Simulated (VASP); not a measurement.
Set up this calculation in VASP 6.6.1, as the native input.

```
Task                   : single point
Functional             : PBE
Dispersion             : D3(BJ)
Potentials or basis    : VASP PAW PBE potentials, release 64 (Bi_d)
Cutoff                 : 520 eV
k mesh                 : 18 × 18 × 18
Occupations            : gaussian, width 0.15 eV
Spin                   : no spin polarisation
Dipole correction      : no
Further INCAR settings : ALGO = Fast; EDIFF = 1e-06; NBANDS = 14
```

The structure of Bi lies in POSCAR:

```
Bi
1.0
   -2.0088880541      2.0088880541      1.8642481143
    2.0088880541     -2.0088880541      1.8642481143
    2.0088880541      2.0088880541     -1.8642481143
Bi
1
Direct
    0.0000000000      0.0000000000      0.0000000000
```

This cell differs from its parent crystal: volume 30.094 Å^3 an atom, c/a of the conventional cell 0.9280.

The input as run:

INCAR

```
SYSTEM = Bi
ALGO = Fast
EDIFF = 1E-6
ENCUT = 520
GGA = PE
ISIF = 2
ISMEAR = 0
IVDW = 12
LASPH = .TRUE.
LCHARG = .FALSE.
LREAL = .FALSE.
LWAVE = .FALSE.
NBANDS = 14
NELM = 60
PREC = Accurate
SIGMA = 0.15
```

KPOINTS

```
k-points
0
G
  18 18 18
  0 0 0
```

Potentials or basis: VASP PAW PBE potentials, release 64 (Bi_d).

The run is started by

```bash
$ cat potpaw_PBE.64/Bi_d/POTCAR > POTCAR
$ mpirun -np 1 vasp_std > vasp.out
```

It gave:

- Pressure: 0.2 GPa
- Dispersion energy per atom: -0.524 eV

Caveat: pairwise dispersion overbinds metals, which lowers pressure and volume.

Wall time 98 s on 1 thread of Intel(R) Xeon(R) 6975P-C (Granite Rapids), with other jobs on the host, peak memory 0.3 GiB.
